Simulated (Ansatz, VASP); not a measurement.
# NaH8 in VASP and in Ansatz

```
Na H
1.0
     3.99972    0.00000    0.00000
     0.00000    3.99972    0.00000
     0.00000    0.00000    3.99972
Na H
1 8
Direct
  0.00000 0.00000 0.00000
  0.65246 0.65246 0.65246
  0.34754 0.34754 0.65246
  0.34754 0.65246 0.34754
  0.65246 0.34754 0.34754
  0.65246 0.65246 0.34754
  0.34754 0.34754 0.34754
  0.65246 0.34754 0.65246
  0.34754 0.65246 0.65246
```

Alike in both runs: functional PBE; k mesh 10 × 10 × 10; occupations gaussian, width 0.1 eV; no spin polarisation.

Ansatz relaxed the structure, and its values are those at the end. VASP's run is a single point on that final structure, the one shown.

|  | VASP | Ansatz |
| --- | --- | --- |
| version | VASP 6.6.1 | Ansatz 0.2.0 |
| potentials or method | VASP PAW PBE potentials, release 64 (Na_pv, H), cutoff 520 eV | scalar-relativistic, plane waves, PAW |
| valence electrons in the cell | 15 | 17 |

Ansatz gave:

- gap on the k mesh at the Fermi level (eV): none
- pressure (GPa): 0.0

Task: Estimate VASP's values.

Result: gap on the k mesh at the Fermi level (eV): none; pressure (GPa): -0.2.

A gap of «none» marks a metal or a gap that the smearing closes. VASP's potentials hold 15 valence electrons a cell and Ansatz's 17, so a difference there can come from the potentials and not from the codes.
